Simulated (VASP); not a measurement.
# NaH (Immm) in VASP: a series of runs, part 2 of 2

VASP 6.6.1. Earlier steps stand in the parts before.

### 3 Single point, r2SCAN (strain +0.0562 x Voigt [0, 0, 0, 0, 0, 1])

File POSCAR:

```
NaH
1.0
    0.0685640000      2.4400000000      2.4400000000
    2.4400000000      0.0685640000      2.4400000000
    2.5085640000      2.5085640000      0.0000000000
Na H
1 1
Direct
    0.0000000000      0.0000000000      0.0000000000
    0.5000000000      0.5000000000      0.5000000000
```

File INCAR.step1:

```
SYSTEM = NaH
PREC     = Accurate       ! precision mode
ENCUT    = 520            ! plane-wave cutoff, eV
ISMEAR   = 0              ! smearing method
SIGMA    = 0.05           ! smearing width, eV
LREAL    = .FALSE.        ! projectors in reciprocal space
LASPH    = .TRUE.         ! aspherical terms in the spheres
NELM     = 80             ! most SCF steps
NBANDS   = 11             ! bands
GGA      = PE             ! functional
ALGO     = Normal         ! electronic algorithm
EDIFF    = 1E-4           ! SCF threshold, eV
LWAVE    = .TRUE.         ! write WAVECAR
LCHARG   = .FALSE.        ! write CHGCAR
```

File INCAR.step2:

```
SYSTEM = NaH
PREC     = Accurate       ! precision mode
ENCUT    = 520            ! plane-wave cutoff, eV
EDIFF    = 1E-6           ! SCF threshold, eV
ISMEAR   = 0              ! smearing method
SIGMA    = 0.05           ! smearing width, eV
LREAL    = .FALSE.        ! projectors in reciprocal space
LASPH    = .TRUE.         ! aspherical terms in the spheres
NELM     = 80             ! most SCF steps
ALGO     = Normal         ! electronic algorithm
ISIF     = 2              ! what is computed and relaxed
LWAVE    = .FALSE.        ! write WAVECAR
LCHARG   = .FALSE.        ! write CHGCAR
METAGGA  = R2SCAN         ! meta-GGA
LMIXTAU  = .TRUE.       
NBANDS   = 11             ! bands
ISTART   = 1
```

File KPOINTS:

```
regular mesh
0
G
  8 8 8
  0 0 0
```

Potentials or basis: VASP PAW PBE potentials, release 64 (Na_pv, H).

Run with:

```sh
> cat potpaw_PBE.64/Na_pv/POTCAR potpaw_PBE.64/H/POTCAR > POTCAR
> cp INCAR.step1 INCAR
> mpirun -np 1 vasp_std > vasp.out
> cp INCAR.step2 INCAR
> mpirun -np 1 vasp_std > vasp.out
```

OUTCAR:

```text
SYSTEM = NaH
   PREC = Accurate
   ENCUT = 520
   EDIFF = 1E-6
   ISMEAR = 0
   LREAL = .FALSE.
   LASPH = .TRUE.
   NELM = 80
   ISIF = 2
   METAGGA = R2SCAN
   ISTART = 1

 ion  position               nearest neighbor table
   1  0.000  0.000  0.000-
   2  0.500  0.500  0.500-

  LATTYP: Found a body centered orthorhombic cell.
 ALAT       =     3.3537169535
 B/A-ratio  =     1.0578248791
 C/A-ratio  =     1.4551019265

  Lattice vectors:

 A1 = (   2.4400000000,   0.0685640000,  -2.4400000000)
 A2 = (  -2.4400000000,  -0.0685640000,  -2.4400000000)
 A3 = (   0.0685640000,   2.4400000000,   2.4400000000)

Analysis of symmetry for initial positions (statically):
=====================================================================
 Subroutine PRICEL returns:
 Original cell was already a primitive cell.

 Routine SETGRP: Setting up the symmetry group for a
 body centered orthorhombic supercell.

 Subroutine GETGRP returns: Found  8 space group operations
 (whereof  8 operations were pure point group operations)
 out of a pool of  8 trial point group operations.
[... 172 lines left out ...]
  band No.  band energies     occupation
      1     -24.5047      2.00000
      2     -24.4996      2.00000
      3     -24.4950      2.00000
      4      -5.0082      2.00000
      5       9.5998      0.00000
      6      13.9652      0.00000
      7      14.6653      0.00000
      8      14.8168      0.00000
      9      15.1602      0.00000
     10      15.2743      0.00000
     11      16.1290      0.00000
[... 309 lines left out ...]
 k-point    24 :       0.2500    0.0000    0.1250
  band No.  band energies     occupation
      1     -24.5402      2.00000
      2     -24.5087      2.00000
      3     -24.5010      2.00000
      4      -4.0455      2.00000
      5       7.0769      0.00000
      6      10.1980      0.00000
      7      11.8029      0.00000
      8      13.5251      0.00000
      9      14.7114      0.00000
     10      17.0991      0.00000
     11      18.5960      0.00000

 [... further k-points ...]

------------------------ aborting loop because EDIFF is reached ----------------------------------------

  FORCE on cell =-STRESS in cart. coord.  units (eV):
  Direction    XX          YY          ZZ          XY          YZ          ZX
  --------------------------------------------------------------------------------------
  -------------------------------------------------------------------------------------
  Total       -0.2570074     -0.2570074     -0.2672353     -0.2408519      0.0000000      0.0000000
  in kB      -14.1840343    -14.1840343    -14.7485040    -13.2924273      0.0000000      0.0000000
  external PRESSURE =     -14.3721909 kB  Pullay stress =       0.0000000 kB

 VOLUME and BASIS-vectors are now :
 -----------------------------------------------------------------------------
  energy-cutoff  :      520.00
  volume of cell :       29.03
      direct lattice vectors                 reciprocal lattice vectors
     0.068564000  2.440000000  2.440000000    -0.210842713  0.210842713  0.204918033
     2.440000000  0.068564000  2.440000000     0.210842713 -0.210842713  0.204918033
     2.508564000  2.508564000  0.000000000     0.199317219  0.199317219 -0.204918033

 POSITION                                       TOTAL-FORCE (eV/Angst)
 -----------------------------------------------------------------------------------
      0.00000      0.00000      0.00000        -0.000000     -0.000000      0.000000
      2.50856      2.50856      2.44000         0.000000      0.000000      0.000000
 -----------------------------------------------------------------------------------
    total drift:                               -0.000000     -0.000000     -0.000000

  FREE ENERGIE OF THE ION-ELECTRON SYSTEM (eV)
  ---------------------------------------------------
  free  energy   TOTEN  =        -7.5884897771 eV

  energy  without entropy=       -7.5884897771  energy(sigma->0) =       -7.58848978
```

OUTCAR.step1:

```text
SYSTEM = NaH
   PREC = Accurate
   ENCUT = 520
   ISMEAR = 0
   LREAL = .FALSE.
   LASPH = .TRUE.
[... 560 lines left out ...]
      0.00000      0.00000      0.00000        -0.000000      0.000000      0.000000
      2.50856      2.50856      2.44000         0.000000     -0.000000      0.000000
 -----------------------------------------------------------------------------------
    total drift:                               -0.000000     -0.000000      0.000000

  FREE ENERGIE OF THE ION-ELECTRON SYSTEM (eV)
  ---------------------------------------------------
  free  energy   TOTEN  =        -5.0798176580 eV

  energy  without entropy=       -5.0798176580  energy(sigma->0) =       -5.07981766
```

It took 2.4 min on 1 thread of Intel Xeon Platinum 8259CL at 2.50GHz (Skylake/Cascade Lake), shared host; peak memory 0.17 GiB.

What came out:

| Item | Value |
| --- | --- |
| Free energy | -7.5885 eV |
| Pressure | -1.4 GPa |
| Band gap on the k mesh | 4.14 eV, indirect (least direct gap 5.09 eV) |

Stress tensor (GPa, compression positive):
```
-1.42 -1.33  0.00
-1.33 -1.42  0.00
 0.00  0.00 -1.47
```

Levels at points of the mesh, in eV from the valence-band top:
```csv
k point,band 1,band 2,band 3,band 4,band 5,band 6,band 7,band 8
"(0.00, 0.00, 0.00)",-22.98,-22.98,-22.97,-3.49,11.12,15.49,16.19,16.34
"(0.50, 0.00, 0.00)",-23.07,-22.99,-22.98,-0.71,4.48,11.26,13.22,13.73
"(0.50, 0.50, 0.00)",-23.05,-23.01,-23.00,-0.18,5.11,10.47,10.50,11.92
"(0.00, 0.00, 0.50)",-23.05,-22.99,-22.98,-0.95,4.14,11.67,13.70,14.28
"(0.50, 0.00, 0.50)",-23.05,-23.00,-23.00,-0.16,5.12,10.59,11.20,11.20
```

Caveat: the cell differs from its parent crystal (strain +0.0562 x Voigt [0, 0, 0, 0, 0, 1]); the PAW data sets were made with another functional, which shifts forces and pressure a little.

### 4 Single point, r2SCAN (strain +0.0187 x Voigt [0, 0, 0, 0, 0, 1])

File POSCAR:

```
NaH
1.0
    0.0228140000      2.4400000000      2.4400000000
    2.4400000000      0.0228140000      2.4400000000
    2.4628140000      2.4628140000      0.0000000000
Na H
1 1
Direct
    0.0000000000      0.0000000000      0.0000000000
    0.5000000000      0.5000000000      0.5000000000
```

File INCAR.step1:

```
  PREC = Accurate
  ENCUT = 520
  ISMEAR = 0
  SIGMA = 0.05
  LREAL = False
  LASPH = True
  NELM = 100
  NBANDS = 11
  GGA = PE
  ALGO = Normal
  EDIFF = 1E-4
  LWAVE = True
  LCHARG = False
```

File INCAR.step2:

```
  PREC = Accurate
  ENCUT = 520
  EDIFF = 1E-7
  ISMEAR = 0
  SIGMA = 0.05
  LREAL = False
  LASPH = True
  NELM = 100
  ALGO = Normal
  ISIF = 2
  LWAVE = False
  LCHARG = False
  METAGGA = R2SCAN
  LMIXTAU = True
  NBANDS = 11
  ISTART = 1
```

File KPOINTS:

```
regular mesh
0
Gamma
  8 8 8
```

Run with:

```sh
> cat potpaw_PBE.64/Na_pv/POTCAR potpaw_PBE.64/H/POTCAR > POTCAR
> cp INCAR.step1 INCAR
> mpirun -np 1 vasp_std > vasp.out
> cp INCAR.step2 INCAR
> mpirun -np 1 vasp_std > vasp.out
```

It took 2.5 min on 1 thread of Intel Xeon Platinum 8259CL at 2.50GHz (Skylake/Cascade Lake), shared host; peak memory 0.17 GiB.

The run converged. Its results:

- Free energy: -7.5944 eV
- Pressure: -1.3 GPa
- Band gap on the k mesh: 4.26 eV, indirect (least direct gap 5.12 eV)

Stress tensor (GPa, compression positive):
```
-1.32 -0.46  0.00
-0.46 -1.32  0.00
 0.00  0.00 -1.31
```

Levels at points of the mesh, in eV from the valence-band top:
```
           k point  band 1  band 2  band 3  band 4  band 5  band 6  band 7  band 8
(0.00, 0.00, 0.00)  -22.96  -22.96  -22.96   -3.47   11.17   15.91   16.14   16.35
(0.50, 0.00, 0.00)  -23.04  -22.97  -22.97   -0.78    4.37   11.41   13.55   13.73
(0.50, 0.50, 0.00)  -23.03  -22.99  -22.98   -0.16    5.12   10.58   10.96   11.43
(0.00, 0.00, 0.50)  -23.04  -22.97  -22.97   -0.86    4.26   11.54   13.72   13.91
(0.50, 0.00, 0.50)  -23.03  -22.99  -22.98   -0.16    5.12   10.59   11.20   11.20
```

Caveat: the cell differs from its parent crystal (strain +0.0187 x Voigt [0, 0, 0, 0, 0, 1]); the PAW data sets were made with another functional, which shifts forces and pressure a little. A k mesh can miss the band edges.

### 5 Overview

| cell | gap on the mesh (eV) | pressure (GPa) |
| --- | --- | --- |
| a = 3.451, b = 3.451, c = 3.515 Å, angles 59.4, 59.4, 58.8°, 2 atoms | 4.20 | -1.4 |
| a = 3.451, b = 3.451, c = 3.548 Å, angles 59.1, 59.1, 58.1°, 2 atoms | 4.14 | -1.4 |
| a = 3.451, b = 3.451, c = 3.483 Å, angles 59.7, 59.7, 59.4°, 2 atoms | 4.26 | -1.3 |

Alike in all rows: task single point; level r2SCAN; potentials or basis VASP PAW PBE potentials, release 64 (Na_pv, H); no spin polarisation; k mesh 8 × 8 × 8; cutoff (eV) 520; smearing gaussian 0.05 eV.

Caveats: the PAW data sets were made with another functional, which shifts forces and pressure a little.

Absolute energies hang on the potentials; compare differences alone.
